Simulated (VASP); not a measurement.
W, 1 atom in the cell. It takes space group R-3m (No. 166, trigonal). The conventional cell has a = 4.461 Å, b = 4.461 Å, c = 2.759 Å, α = 90.00°, β = 90.00°, γ = 120.00°. W (site symmetry -3m) has 14 W at 2.73 to 3.16 Å within 3.6 Å. 

* Program: VASP 6.6.1
* Task: single point
* Functional: PBE
* Potentials or basis: VASP PAW PBE potentials, release 64 (W_sv)
* Cutoff: 500 eV
* k mesh: 15 × 15 × 15
* Occupations: methfessel-paxton, width 0.05 eV
* Spin: no spin polarisation
* Dipole correction: no
* Further INCAR settings: ALGO = Normal; EDIFF = 1e-06; NBANDS = 13

Potentials or basis: VASP PAW PBE potentials, release 64 (W_sv).

Run with:

```sh
$ cat potpaw_PBE.64/W_sv/POTCAR > POTCAR
$ mpirun -np 1 vasp_std > vasp.out
```

Hardware: 1 thread of Intel(R) Xeon(R) Platinum 8375C CPU @ 2.90GHz (Ice Lake), on a shared host.

**Question.** How long does it take, and how much memory?

**Answer.** It took 25 s on 1 thread of Intel(R) Xeon(R) Platinum 8375C CPU @ 2.90GHz (Ice Lake), on a shared host, peak memory 0.18 GiB. Counts: scf iterations 11, k points 344.
